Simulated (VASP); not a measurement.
KRu3, 4 atoms in the cell. Symmetry: Fm-3m, No. 225, cubic system. Conventional cell: a = 6.374 Å, b = 6.374 Å, c = 6.374 Å, α = 90.00°, β = 90.00°, γ = 90.00°. K (site symmetry m-3m) has 14 Ru at 2.76 to 3.19 Å within 3.6 Å. Ru (site symmetry -43m) has 4 K at 2.76 Å and 10 Ru at 2.76 to 3.19 Å within 3.6 Å. Within 3.6 Å of Ru (site symmetry m-3m) lie 8 Ru at 2.76 Å and 6 K at 3.19 Å. 

- Program: VASP 6.6.1
- Task: single point
- Functional: PBE
- Potentials or basis: VASP PAW PBE potentials, release 64 (K_sv, Ru_pv)
- Cutoff: 520 eV
- k mesh: 12 × 12 × 12
- Occupations: gaussian, width 0.1 eV
- Spin: no spin polarisation
- Dipole correction: no
- Further INCAR settings: ALGO = Normal; EDIFF = 1e-06; NBANDS = 34

Potentials or basis: VASP PAW PBE potentials, release 64 (K_sv, Ru_pv).

The run is started by

```console
$ cat potpaw_PBE.64/K_sv/POTCAR potpaw_PBE.64/Ru_pv/POTCAR > POTCAR
$ mpirun -np 1 vasp_std > vasp.out
```

Hardware: 1 thread of Intel(R) Xeon(R) 6975P-C (Granite Rapids), with other jobs on the host.

**Question.** How long does it take, and how much memory?

**Answer.** Wall time 62 s on 1 thread of Intel(R) Xeon(R) 6975P-C (Granite Rapids), on a shared host, peak memory 0.29 GiB. Counts: scf iterations 14, k points 72.
